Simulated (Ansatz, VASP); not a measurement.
BAs: VASP beside Ansatz

File INCAR:

```
SYSTEM = BAs
PREC = Accurate
ENCUT = 520
EDIFF = 1E-6
ISMEAR = 0
SIGMA = 0.05
LREAL = .False.
LASPH = .True.
NELM = 60
ALGO = Normal
ISIF = 2
LWAVE = .False.
LCHARG = .False.
GGA = PE
NBANDS = 11
```

The input KPOINTS:

```
Automatic mesh
0
Gamma
  10 10 10
  0 0 0
```

Contents of POSCAR:

```
BAs
1.0
    0.0000000000      2.3885000000      2.3885000000
    2.2929600000      0.0000000000      2.3885000000
    2.2929600000      2.3885000000      0.0000000000
B As
1 1
Direct
    0.0000000000      0.0000000000      0.0000000000
    0.7500000000      0.7500000000      0.7500000000
```

Input for Ansatz:

```yaml
crystal:
  lattice:
    - [0.0, 2.3885, 2.3885]
    - [2.29296, 0.0, 2.3885]
    - [2.29296, 2.3885, 0.0]
  atoms:
    - { symbol: B, position: [0.0, 0.0, 0.0] }
    - { symbol: As, position: [0.75, 0.75, 0.75] }
basis:
  ecutwfc: 420
kpoints:
  mp_grid: { grid: [10, 10, 10] }
hamiltonian:
  xc: pbe
scf:
  occupations: { method: gaussian, width: 0.05 }
output:
  forces: true
  stress: true
  eigenvalues: true
```

Change from the starting cell: strain -0.0400 x Voigt [1, 0, 0, 0, 0, 0], atoms carried along.

Alike in both runs: task single point; functional PBE; k mesh 10 × 10 × 10; occupations gaussian, width 0.05 eV; no spin polarisation.

|  | VASP | Ansatz |
| --- | --- | --- |
| version | VASP 6.6.1 | Ansatz 0.2.0 |
| potentials or method | VASP PAW PBE potentials, release 64 (B, As), cutoff 520 eV | scalar-relativistic, plane waves, PAW |
| valence electrons in the cell | 8 | 18 |

Ansatz gave:

| Quantity | Value |
| --- | --- |
| gap on the k mesh at the Fermi level (eV) | 0.52 |
| least direct gap on the mesh (eV) | 2.91 |
| pressure (GPa) | 9.1 |
| traceless stress, the component that is largest in VASP (GPa) | 5.46 |

Question: What did VASP give for the same quantities?

Answer: gap on the k mesh at the Fermi level (eV): 0.51; least direct gap on the mesh (eV): 2.90; pressure (GPa): 9.9; traceless stress, the component that is largest in VASP (GPa): 5.42.

VASP's potentials hold 8 valence electrons a cell and Ansatz's 18, so a difference there can come from the potentials and not from the codes.
